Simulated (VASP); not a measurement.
# SiC in VASP: further runs

Runs on SiC. Level: PBE. Tasks: single point.

Program: VASP 6.6.1. These are calculated values, not measurements. Logs are shortened: lines on timing, memory, paths and dates and some standing lists are left out, and cuts for length are marked.

### 1 The cell of the first run

The structure is trigonal, space group R3m (No. 160). The conventional cell has a = 2.957 Å, b = 2.957 Å, c = 7.606 Å, α = 90.00°, β = 90.00°, γ = 120.00°. Si (site symmetry 3m) has 4 C at 1.83 to 1.87 Å within 2.4 Å. Within 2.4 Å of C (site symmetry 3m) lie 4 Si at 1.83 to 1.87 Å.

### 2 Single point, PBE (epitaxial 111 strain -4.0%)

File INCAR:

```
PREC = Accurate
ENCUT = 520
EDIFF = 1E-6
ISMEAR = 0
SIGMA = 0.01
LREAL = F
LASPH = T
NELM = 80
ALGO = Normal
ISIF = 2
LWAVE = F
LCHARG = T
GGA = PE
LELF = T
LVHAR = T
NBANDS = 11
```

File KPOINTS:

```
Automatic mesh
0
Gamma
  6 6 6
```

File POSCAR:

```
SiC
1.0
    0.0697494702      2.1606797213      2.1606797213
    2.1606797213      0.0697494702      2.1606797213
    2.1606797213      2.1606797213      0.0697494702
Si C
1 1
Direct
    0.0017486237      0.0017486237      0.0017486237
    0.2482513763      0.2482513763      0.2482513763
```

Potentials or basis: VASP PAW PBE potentials, release 64 (Si, C).

The run is started by

```bash
cat potpaw_PBE.64/Si/POTCAR potpaw_PBE.64/C/POTCAR > POTCAR
mpirun -np 1 vasp_std > vasp.out
```

OUTCAR:

```text
PREC = Accurate
   ENCUT = 520
   EDIFF = 1E-6
   ISMEAR = 0
   LREAL = F
   LASPH = T
   NELM = 80
   ISIF = 2
   GGA = PE

 ion  position               nearest neighbor table
   1  0.002  0.002  0.002-   2 1.83   2 1.83   2 1.83   2 1.87
   2  0.248  0.248  0.248-   1 1.83   1 1.83   1 1.83   1 1.87

  LATTYP: Found a trigonal (rhomboedric) cell.
 ALAT       =     3.0564585233
 COS(alpha) =     0.5320040676

  Lattice vectors:

 A1 = (   0.0697494702,   2.1606797213,   2.1606797213)
 A2 = (   2.1606797213,   0.0697494702,   2.1606797213)
 A3 = (   2.1606797213,   2.1606797213,   0.0697494702)

Analysis of symmetry for initial positions (statically):
=====================================================================
 Subroutine PRICEL returns:
 Original cell was already a primitive cell.

 Routine SETGRP: Setting up the symmetry group for a
 trigonal (rhombohedral) supercell.

 Subroutine GETGRP returns: Found  6 space group operations
 (whereof  6 operations were pure point group operations)
 out of a pool of 12 trial point group operations.

The static configuration has the point symmetry C_3v.

Analysis of symmetry for dynamics (positions and initial velocities):
=====================================================================
 Subroutine PRICEL returns:
 Original cell was already a primitive cell.

 Routine SETGRP: Setting up the symmetry group for a
 trigonal (rhombohedral) supercell.

 Subroutine GETGRP returns: Found  6 space group operations
 (whereof  6 operations were pure point group operations)
 out of a pool of 12 trial point group operations.

The dynamic configuration has the point symmetry C_3v.

 Subroutine INISYM returns: Found  6 space group operations
 (whereof  6 operations are pure point group operations),
 and found     1 'primitive' translations

----------------------------------------------------------------------------------------

                                     Primitive cell

  volume of cell :      19.1979

  direct lattice vectors                    reciprocal lattice vectors
     0.069749470  2.160679721  2.160679721    -0.242926384  0.235329646  0.235329646
     2.160679721  0.069749470  2.160679721     0.235329646 -0.242926384  0.235329646
     2.160679721  2.160679721  0.069749470     0.235329646  0.235329646 -0.242926384

  length of vectors
     3.056458523  3.056458523  3.056458523     0.412035572  0.412035572  0.412035572

  position of ions in fractional coordinates (direct lattice)
     0.001748624  0.001748624  0.001748624
     0.248251376  0.248251376  0.248251376

  ion indices of the primitive-cell ions
   primitive index   ion index
                 1           1
                 2           2

----------------------------------------------------------------------------------------

 KPOINTS: Automatic mesh

Automatic generation of k-mesh.
 Grid dimensions read from file:
 generate k-points for:    6    6    6

 Generating k-lattice:

  Cartesian coordinates                     Fractional coordinates (reciprocal lattice)
    -0.040487731  0.039221608  0.039221608     0.166666667 -0.000000000 -0.000000000
     0.039221608 -0.040487731  0.039221608    -0.000000000  0.166666667 -0.000000000
     0.039221608  0.039221608 -0.040487731    -0.000000000 -0.000000000  0.166666667

  Length of vectors
     0.068672595  0.068672595  0.068672595

  Shift w.r.t. Gamma in fractional coordinates (k-lattice)
     0.000000000  0.000000000  0.000000000

 Subroutine IBZKPT returns following result:
 ===========================================

 Found     32 irreducible k-points:

 Following reciprocal coordinates:
            Coordinates               Weight
  0.000000  0.000000  0.000000      1.000000
  0.166667 -0.000000 -0.000000      6.000000
  0.333333 -0.000000 -0.000000      6.000000
  0.500000  0.000000 -0.000000      3.000000
  0.166667  0.166667 -0.000000      6.000000
  0.333333  0.166667 -0.000000     12.000000
[... 16 lines left out ...]
  0.500000  0.500000  0.166667      6.000000
 -0.333333  0.500000  0.166667     12.000000
 [... further k-points ...]
   k-points           NKPTS =     32   k-points in BZ     NKDIM =     32   number of bands    NBANDS=     11
   number of dos      NEDOS =    301   number of ions     NIONS =      2
   total plane-waves  NPLWV =  13824
   dimension x,y,z NGX =    24 NGY =   24 NGZ =   24
   dimension x,y,z NGXF=    48 NGYF=   48 NGZF=   48
   ions per type =               1   1
   NGX,Y,Z   is equivalent  to a cutoff of  13.05, 13.05, 13.05 a.u.
   NGXF,Y,Z  is equivalent  to a cutoff of  26.11, 26.11, 26.11 a.u.
 SYSTEM =  unknown system
   PREC   = accura    normal or accurate (medium, high low for compatibility)
   ISTART =      0    job   : 0-new  1-cont  2-samecut
   ICHARG =      2    charge: 1-file 2-atom 10-const
   ISPIN  =      1    spin polarized calculation?
   LNONCOLLINEAR =      F non collinear calculations
   LSORBIT =      F    spin-orbit coupling
   LASPH  =      T    aspherical Exc in radial PAW
   ENCUT  =  520.0 eV  38.22 Ry    6.18 a.u.   5.68  5.68  5.68*2*pi/ulx,y,z
   NELM   =     80;   NELMIN=  2; NELMDL= -5     # of ELM steps
   EDIFF  = 0.1E-05   stopping-criterion for ELM
   LREAL  =      F    real-space projection
   EDIFFG = 0.1E-04   stopping-criterion for IOM
   NSW    =      0    number of steps for IOM
   IBRION =     -1    ionic relax: 0-MD 1-quasi-New 2-CG
   NFREE  =      0    steps in history (QN), initial steepest desc. (CG)
   ISIF   =      2    stress and relaxation
   ISYM   =      2    0-nonsym 1-usesym 2-fastsym
   POTIM  = 0.5000    time-step for ionic-motion
   TEBEG  =    0.0;   TEEND  =   0.0 temperature during run
   PSTRESS=    0.0 pullay stress
   NELECT =       8.0000    total number of electrons
   NUPDOWN=      -1.0000    fix difference up-down
   EMIN   =  10.00;   EMAX   =-10.00  energy-range for DOS
   EFERMI =   0.00;   METHOD = LEGACY
   ISMEAR =     0;   SIGMA  =   0.01  broadening in eV -4-tet -1-fermi 0-gaus
   EFERMI_NEDOS =   21; number of points for ismear=-14 and -15
   IALGO  =     38    algorithm
   IMIX   =      4    mixing-type and parameters
     AMIX     =   0.40;   BMIX     =  1.00
     AMIX_MAG =   1.60;   BMIX_MAG =  1.00
  volume/ion in A,a.u.               =       9.60        64.78
  Fermi-wavevector in a.u.,A,eV,Ry     =   1.222795  2.310748 20.343813  1.495228
  Thomas-Fermi vector in A             =   2.357929
   LORBIT       =      0    0 simple, 1 ext, 2 COOP (PROOUT), +10 PAW based schemes
   GGA     = PE    functional components
   LHFCALC =     F    Hartree Fock is set to
   AEXX    =    0.0000 exact exchange contribution
   IVDW    =     0    specifies the selected vdW correction
   LEPSILON=     F    determine dielectric tensor
   LRPA    =     F    only Hartree local field effects (RPA)
 non-spin polarized calculation
 Gauss-broadening in eV      SIGMA  =   0.01
  energy-cutoff  :      520.00
  volume of cell :       19.20
 maximum number of plane-waves:       540
   NGX = 11   NGY = 11   NGZ = 11

 number of electron       8.0000000 magnetization

 Free energy of the ion-electron system (eV)
  ---------------------------------------------------
  ext. energy  EPLUGINS =         0.00000000
  ---------------------------------------------------
  free energy    TOTEN  =       -14.87738664 eV

  energy without entropy =      -14.87738664  energy(sigma->0) =      -14.87738664

 E-fermi :   9.2942     XC(G=0): -11.6862

 val. band max:        9.1848948371   @ k =   0.0000   0.0000   0.0000
 cond. band min:      10.1981722114   @ k =   0.5000   0.5000  -0.0000
 fundamental gap:      1.0132773743
 Fermi energy:         9.2941988850

 k-point     1 :       0.0000    0.0000    0.0000
  band No.  band energies     occupation
      1      -7.0304      2.00000
      2       8.5917      2.00000
      3       9.1849      2.00000
      4       9.1849      2.00000
      5      15.1578      0.00000
      6      17.0451      0.00000
      7      17.2128      0.00000
      8      17.2128      0.00000
      9      23.9385      0.00000
     10      23.9385      0.00000
     11      26.5063      0.00000

 k-point     2 :       0.1667   -0.0000   -0.0000
  band No.  band energies     occupation
      1      -6.4433      2.00000
      2       6.7223      2.00000
      3       8.3419      2.00000
      4       8.8009      2.00000
      5      15.4365      0.00000
      6      17.0369      0.00000
      7      17.6748      0.00000
      8      18.4931      0.00000
      9      21.9641      0.00000
     10      22.5294      0.00000
     11      25.2400      0.00000

 k-point     3 :       0.3333   -0.0000   -0.0000
  band No.  band energies     occupation
      1      -4.7683      2.00000
      2       2.7052      2.00000
      3       7.8553      2.00000
      4       8.2008      2.00000
      5      15.0211      0.00000
      6      16.6480      0.00000
      7      17.1438      0.00000
      8      19.4658      0.00000
      9      23.1395      0.00000
     10      24.4374      0.00000
     11      25.2248      0.00000

 k-point     4 :       0.5000    0.0000   -0.0000
  band No.  band energies     occupation
      1      -3.0479      2.00000
      2       0.0833      2.00000
      3       7.6702      2.00000
      4       7.9557      2.00000
      5      14.7830      0.00000
      6      16.1369      0.00000
      7      16.6223      0.00000
      8      19.3796      0.00000
      9      25.7083      0.00000
     10      26.9561      0.00000
     11      27.8069      0.00000
[... 239 lines left out ...]
 k-point    22 :      -0.1667    0.3333    0.1667
  band No.  band energies     occupation
      1      -3.3512      2.00000
      2       2.8758      2.00000
      3       4.7494      2.00000
      4       6.3785      2.00000
      5      13.7925      0.00000
      6      16.9860      0.00000
      7      17.9387      0.00000
      8      21.0256      0.00000
      9      23.3034      0.00000
     10      26.8946      0.00000
     11      30.6726      0.00000

 k-point    23 :       0.5000    0.5000    0.1667
  band No.  band energies     occupation
      1      -2.5315      2.00000
      2       1.9923      2.00000
      3       4.2224      2.00000
      4       6.4118      2.00000
      5      11.9655      0.00000
      6      15.4046      0.00000
      7      22.1913      0.00000
      8      22.5922      0.00000
      9      23.6851      0.00000
     10      27.5496      0.00000
     11      31.4363      0.00000

 k-point    24 :      -0.3333    0.5000    0.1667
  band No.  band energies     occupation
      1      -1.4522      2.00000
      2       1.5362      2.00000
      3       4.0920      2.00000
      4       4.4664      2.00000
      5      12.9767      0.00000
      6      16.5725      0.00000
      7      20.3045      0.00000
      8      22.1509      0.00000
      9      24.0018      0.00000
     10      27.5724      0.00000
     11      31.2183      0.00000

 [... further k-points ...]

------------------------ aborting loop because EDIFF is reached ----------------------------------------

  FORCE on cell =-STRESS in cart. coord.  units (eV):
  Direction    XX          YY          ZZ          XY          YZ          ZX
  --------------------------------------------------------------------------------------
  -------------------------------------------------------------------------------------
  Total        2.7494434      2.7494434      2.7494434     -1.1158548     -1.1158548     -1.1158548
  in kB      229.4574016    229.4574016    229.4574016    -93.1247213    -93.1247213    -93.1247213
  external PRESSURE =     229.4574016 kB  Pullay stress =       0.0000000 kB

 VOLUME and BASIS-vectors are now :
 -----------------------------------------------------------------------------
  energy-cutoff  :      520.00
  volume of cell :       19.20
      direct lattice vectors                 reciprocal lattice vectors
     0.069749470  2.160679721  2.160679721    -0.242926384  0.235329646  0.235329646
     2.160679721  0.069749470  2.160679721     0.235329646 -0.242926384  0.235329646
     2.160679721  2.160679721  0.069749470     0.235329646  0.235329646 -0.242926384

 POSITION                                       TOTAL-FORCE (eV/Angst)
 -----------------------------------------------------------------------------------
      0.00768      0.00768      0.00768         0.029894      0.029894      0.029894
      1.09010      1.09010      1.09010        -0.029894     -0.029894     -0.029894
 -----------------------------------------------------------------------------------
    total drift:                               -0.000039     -0.000039     -0.000039

  FREE ENERGIE OF THE ION-ELECTRON SYSTEM (eV)
  ---------------------------------------------------
  free  energy   TOTEN  =       -14.8773866401 eV

  energy  without entropy=      -14.8773866401  energy(sigma->0) =      -14.87738664
```

Run time: 5.5 s. Hardware: 1 thread of Intel Xeon 8259CL, shared host; peak memory 0.13 GiB.

Results:

- Free energy: -14.8774 eV
- Pressure: 22.9 GPa
- Largest force: 0.052 eV/Å
- Band gap on the k mesh: 1.01 eV, indirect (least direct gap 4.23 eV)

Forces in eV/Å, atoms in the order of the input:
```
Si   0.030  0.030  0.030
C   -0.030 -0.030 -0.030
```

Levels at points of the mesh, in eV from the valence-band top:
```csv
k point,band 2,band 3,band 4,band 5,band 6,band 7
"(0.00, 0.00, 0.00)",-0.59,0.00,0.00,5.97,7.86,8.03
"(0.50, 0.00, 0.00)",-9.10,-1.51,-1.23,5.60,6.95,7.44
"(0.50, 0.50, 0.00)",-8.24,-3.83,-3.21,1.01,4.45,14.44
"(0.50, 0.50, 0.50)",-9.35,-0.91,-0.91,6.65,7.82,7.82
```

Caveat: the k points lie up to 0.43 Å⁻¹ apart; the cell differs from its parent crystal (epitaxial 111 strain -4.0%).

### 3 Single point, PBE (epitaxial xy strain -0.5%)

File INCAR:

```
ALGO     = Normal         # electronic algorithm
EDIFF    = 1E-6           # SCF threshold, eV
ENCUT    = 520            # plane-wave cutoff, eV
GGA      = PE             # functional
ISIF     = 2              # what is computed and relaxed
ISMEAR   = 0              # smearing method
LASPH    = True           # aspherical terms in the spheres
LCHARG   = True           # write CHGCAR
LELF     = True           # ELF
LREAL    = False          # projectors in reciprocal space
LVHAR    = True         
LWAVE    = False          # write WAVECAR
NBANDS   = 11             # bands
NELM     = 100            # most SCF steps
PREC     = Accurate       # precision mode
SIGMA    = 0.01           # smearing width, eV
```

File KPOINTS:

```
k-points
0
Gamma
  6 6 6
```

File POSCAR:

```
SiC
1.0
    0.0000000000      2.1671620832      2.1852643348
    2.1671620832      0.0000000000      2.1852643348
    2.1671620832      2.1671620832      0.0000000000
Si C
1 1
Direct
    0.0000000000      0.0000000000      0.0000000000
    0.2500000000      0.2500000000      0.2500000000
```

Potentials or basis: VASP PAW PBE potentials, release 64 (Si, C).

The run is started by

```bash
cat potpaw_PBE.64/Si/POTCAR potpaw_PBE.64/C/POTCAR > POTCAR
mpirun -np 1 vasp_std > vasp.out
```

Run time: 5.8 s. Hardware: 1 thread of Intel Xeon 8259CL, shared host; peak memory 0.13 GiB.

Results (log left out):

```yaml
Free_energy: -15.0420 eV
Pressure: 5.1 GPa
Band_gap_on_the_k_mesh: 1.30 eV, indirect (least direct gap 4.54 eV)
```

Stress tensor (GPa, compression positive):
```
5.81 0.00 0.00
0.00 5.81 0.00
0.00 0.00 3.63
```

Levels at points of the mesh, in eV from the valence-band top:
| k point | band 2 | band 3 | band 4 | band 5 | band 6 | band 7 |
| --- | --- | --- | --- | --- | --- | --- |
| (0.00, 0.00, 0.00) | -0.06 | 0.00 | 0.00 | 6.31 | 7.33 | 7.33 |
| (0.50, 0.00, 0.00) | -8.60 | -1.12 | -1.02 | 5.48 | 7.18 | 7.30 |
| (0.50, 0.50, 0.00) | -7.91 | -3.16 | -3.16 | 1.38 | 4.42 | 14.13 |
| (0.50, 0.00, 0.50) | -7.81 | -3.26 | -3.24 | 1.30 | 4.28 | 13.96 |

Caveat: the cell differs from its parent crystal (epitaxial xy strain -0.5%). A k mesh can miss the band edges.
